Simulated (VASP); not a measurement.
Write the native input for VASP 6.6.1 that does the following.

```
Task                   : single point
Functional             : PBEsol
Potentials or basis    : VASP PAW PBE potentials, release 64 (Br)
Cutoff                 : 520 eV
k mesh                 : 16 × 16 × 16
Occupations            : fermi-dirac, width 0.05 eV
Spin                   : no spin polarisation
Dipole correction      : no
Further INCAR settings : ALGO = Normal; EDIFF = 1e-07; NBANDS = 10
```

The structure of Br lies in POSCAR:

```
Br
1.0
   -1.4455433895      1.4455433895      1.4455433895
    1.4455433895     -1.4455433895      1.4455433895
    1.4455433895      1.4455433895     -1.4455433895
Br
1
Direct
    0.0000000000      0.0000000000      0.0000000000
```

This cell differs from its parent crystal: volume scaled by 0.5.

These files were run (other wordings do the same):

INCAR

```
SYSTEM = Br
PREC = Accurate ; ENCUT = 520
EDIFF = 1E-7 ; ISMEAR = -1
SIGMA = 0.05 ; LREAL = .False.
LASPH = .True. ; NELM = 60
ALGO = Normal ; ISIF = 2
LWAVE = .False. ; LCHARG = .True.
GGA = PS ; LELF = .True.
LVHAR = .True. ; NBANDS = 10
```

KPOINTS

```
regular mesh
0
Gamma
  16 16 16
  0 0 0
```

Potentials or basis: VASP PAW PBE potentials, release 64 (Br).

Run with:

```bash
$ cat potpaw_PBE.64/Br/POTCAR > POTCAR
$ mpirun -np 1 vasp_std > vasp.out
```

Results of the run:

```json
{
  "Pressure": "152.7 GPa"
}
```

Caveat: the PAW data sets were made with another functional, which shifts forces and pressure a little; an odd number of electrons without spin polarisation forces a metal; a magnetic or distorted state may lie lower.

Wall time 6.5 s on 1 thread of Intel(R) Xeon(R) 6975P-C (Granite Rapids), on a shared host, peak memory 0.13 GiB.
